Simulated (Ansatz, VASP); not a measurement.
# TiO2: VASP beside Ansatz

Contents of INCAR:

```
PREC = Accurate
ENCUT = 520
EDIFF = 1E-8
ISMEAR = -1
SIGMA = 0.05
LREAL = False
LASPH = True
NELM = 60
ALGO = Normal
ISIF = 2
LWAVE = False
LCHARG = False
GGA = PE
LEFG = True
NBANDS = 33
```

KPOINTS

```
Automatic mesh
0
Gamma
  7 7 10
```

Contents of POSCAR:

```
TiO2
1.0
    4.5940000000      0.0000000000      0.0000000000
    0.0000000000      4.5940000000      0.0000000000
    0.0000000000      0.0000000000      2.8702300000
Ti O
2 4
Direct
    0.0000000000      0.0000000000      0.0000000000
    0.5000000000      0.5000000000      0.5000000000
    0.3060000000      0.3060000000      0.0000000000
    0.1940000000      0.8060000000      0.5000000000
    0.6940000000      0.6940000000      0.0000000000
    0.8060000000      0.1940000000      0.5000000000
```

Input for Ansatz:

```yaml
crystal:
  lattice:
    - [4.594, 0.0, 0.0]
    - [0.0, 4.594, 0.0]
    - [0.0, 0.0, 2.87023]
  atoms:
    - { symbol: Ti, position: [0.0, 0.0, 0.0] }
    - { symbol: Ti, position: [0.5, 0.5, 0.5] }
    - { symbol: O, position: [0.306, 0.306, 0.0] }
    - { symbol: O, position: [0.194, 0.806, 0.5] }
    - { symbol: O, position: [0.694, 0.694, 0.0] }
    - { symbol: O, position: [0.806, 0.194, 0.5] }
kpoints:
  mp_grid: { grid: [7, 7, 10] }
scf:
  occupations: { method: fermi_dirac, width: 0.05 }
hamiltonian:
  xc: pbe
  pseudopotentials: { kind: all_electron, datasets: crystal }
output:
  forces: true
  stress: true
  eigenvalues: true
  efg: { contact_densities: true }
```

Change from the starting cell: zz strain of -3 %, crystal datasets.

Alike in both runs: task electric field gradients; functional PBE; k mesh 7 × 7 × 10; occupations fermi-dirac, width 0.05 eV; no spin polarisation.

|  | VASP | Ansatz |
| --- | --- | --- |
| version | VASP 6.6.1 | Ansatz 0.2.0 |
| potentials or method | VASP PAW PBE potentials, release 64 (Ti_sv, O), cutoff 520 eV | all-electron PAW with datasets made for the crystal, scalar-relativistic |

|  | VASP | Ansatz | Ansatz less VASP |
| --- | --- | --- | --- |
| gap on the k mesh at the Fermi level (eV) | 2.05 | 2.07 | +0.019 |
| pressure (GPa) | 16.0 | 15.2 | -0.76 |
| traceless stress, the component that is largest in VASP (GPa) | 7.41 | 7.11 | -0.297 |
| rms of the force components (eV/Å) | 0.249 | 0.228 | -0.0202 |
| size of Vzz on the site where it differs most (V/Å²) | 23.1 | 23.5 | +0.41 |

Atom by atom the forces differ by 0.020 eV/Å (rms over components). Ansatz ran all-electron here, and VASP with PAW potentials.
